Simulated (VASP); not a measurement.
A run of VASP 6.6.1 is set up as follows.

The input INCAR:

```
SYSTEM = Si5S
PREC = Accurate
ENCUT = 600
EDIFF = 1E-6
ISMEAR = 0
SIGMA = 0.1
LREAL = .False.
LASPH = .True.
NELM = 60
ALGO = Normal
ISIF = 3
LWAVE = .False.
LCHARG = .False.
GGA = PE
IBRION = 2
NSW = 100
EDIFFG = -0.01
```

KPOINTS

```
regular mesh
0
Gamma
  18 18 4
  0 0 0
```

POSCAR

```
Si5S
1.0
    2.5793641903      0.0000000000      0.0000000000
   -1.2896820951      2.2337949144      0.0000000000
    0.0000000000      0.0000000000     16.3402341561
Si S
5 1
Direct
    0.6666666667      0.3333333333      0.8171372244
    0.3333333333      0.6666666667      0.6600255027
    0.6666666667      0.3333333333      0.5000000000
    0.3333333333      0.6666666667      0.3399744973
    0.6666666667      0.3333333333      0.1828627756
    0.3333333333      0.6666666667      0.0000000000
```

Potentials or basis: VASP PAW PBE potentials, release 64 (Si, S).

The run is started by

```console
$ cat potpaw_PBE.64/Si/POTCAR potpaw_PBE.64/S/POTCAR > POTCAR
$ mpirun -np 1 vasp_std > vasp.out
```

Q: What does it give for the relaxed volume?

A: 15.04 Å³/atom.

Q: Predict the relaxed cell.

A: a = 2.688 Å, b = 2.688 Å, c = 14.421 Å, α = 90.00°, β = 90.00°, γ = 120.00°.

Forces on the atoms (eV/Å):
```
Si   0.000  0.000 -0.008
Si   0.000  0.000  0.004
Si   0.000  0.000  0.000
Si   0.000  0.000 -0.004
Si   0.000  0.000  0.008
S    0.000  0.000  0.000
```

Caveat: the highest band is partly filled, so the run has too few bands.
